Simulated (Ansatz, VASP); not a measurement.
W2N3: VASP beside Ansatz

INCAR

```
SYSTEM = W2N3
PREC = Accurate
ENCUT = 520
EDIFF = 1E-6
ISMEAR = 0
SIGMA = 0.15
LREAL = .FALSE.
LASPH = .TRUE.
NELM = 100
ALGO = Normal
ISIF = 2
LWAVE = .FALSE.
LCHARG = .TRUE.
GGA = PE
IVDW = 12
LELF = .TRUE.
LVHAR = .TRUE.
NBANDS = 54
```

KPOINTS

```
regular mesh
0
G
  18 18 4
  0 0 0
```

Contents of POSCAR:

```
W2N3
1.0
    2.6631205416      0.0000000000      0.0000000000
   -1.3315602708      2.3063300423      0.0000000000
    0.0000000000      0.0000000000     16.5289312668
W N
4 6
Direct
    0.6666666667      0.3333333333      0.1546446963
    0.3333333333      0.6666666667      0.8453553037
    0.3333333333      0.6666666667      0.6546446963
    0.6666666667      0.3333333333      0.3453553037
    0.6666666667      0.3333333333      0.9182231591
    0.3333333333      0.6666666667      0.0817768409
    0.3333333333      0.6666666667      0.4182231591
    0.6666666667      0.3333333333      0.5817768409
    0.6666666667      0.3333333333      0.7500000000
    0.3333333333      0.6666666667      0.2500000000
```

Input for Ansatz:

```yaml
crystal:
  lattice:
    - [2.6631205416, 0.0, 0.0]
    - [-1.3315602708, 2.3063300423, 0.0]
    - [0.0, 0.0, 16.5289312668]
  atoms:
    - { symbol: W, position: [0.6666666667, 0.3333333333, 0.1546446963] }
    - { symbol: W, position: [0.3333333333, 0.6666666667, 0.8453553037] }
    - { symbol: W, position: [0.3333333333, 0.6666666667, 0.6546446963] }
    - { symbol: W, position: [0.6666666667, 0.3333333333, 0.3453553037] }
    - { symbol: "N", position: [0.6666666667, 0.3333333333, 0.9182231591] }
    - { symbol: "N", position: [0.3333333333, 0.6666666667, 0.0817768409] }
    - { symbol: "N", position: [0.3333333333, 0.6666666667, 0.4182231591] }
    - { symbol: "N", position: [0.6666666667, 0.3333333333, 0.5817768409] }
    - { symbol: "N", position: [0.6666666667, 0.3333333333, 0.75] }
    - { symbol: "N", position: [0.3333333333, 0.6666666667, 0.25] }
basis:
  ecutwfc: 420
kpoints:
  mp_grid: { grid: [18, 18, 4] }
hamiltonian:
  xc: pbe
  dispersion: d3bj
scf:
  occupations: { method: gaussian, width: 0.15 }
output:
  forces: true
  stress: true
  eigenvalues: true
  write_density: true
  write_potential: true
  elf: true
  volumetric_format: npy
```

Change from the starting cell: strain -0.080 along x and y, +0.080 along z, atoms carried along.

Alike in both runs: task single point; functional PBE; dispersion D3(BJ); k mesh 18 × 18 × 4; occupations gaussian, width 0.15 eV; no spin polarisation.

|  | VASP | Ansatz |
| --- | --- | --- |
| version | VASP 6.6.1 | Ansatz 0.2.0 |
| potentials or method | VASP PAW PBE potentials, release 64 (W_sv, N), cutoff 520 eV | scalar-relativistic, plane waves, PAW |
| valence electrons in the cell | 86 | 86 |

|  | VASP | Ansatz | Ansatz less VASP |
| --- | --- | --- | --- |
| gap on the k mesh at the Fermi level (eV) | none | none | - |
| pressure (GPa) | 49.2 | 46.6 | -2.62 |
| traceless stress, the component that is largest in VASP (GPa) | -65.08 | -64.99 | +0.083 |
| rms of the force components (eV/Å) | 1.021 | 0.957 | -0.0640 |

Atom by atom the forces differ by 0.093 eV/Å (rms over components). A gap of «none» marks a metal or a gap that the smearing closes. Both programs put the cell under a high pressure, so it lies far from rest at this level.

Spin-orbit coupling is off throughout.
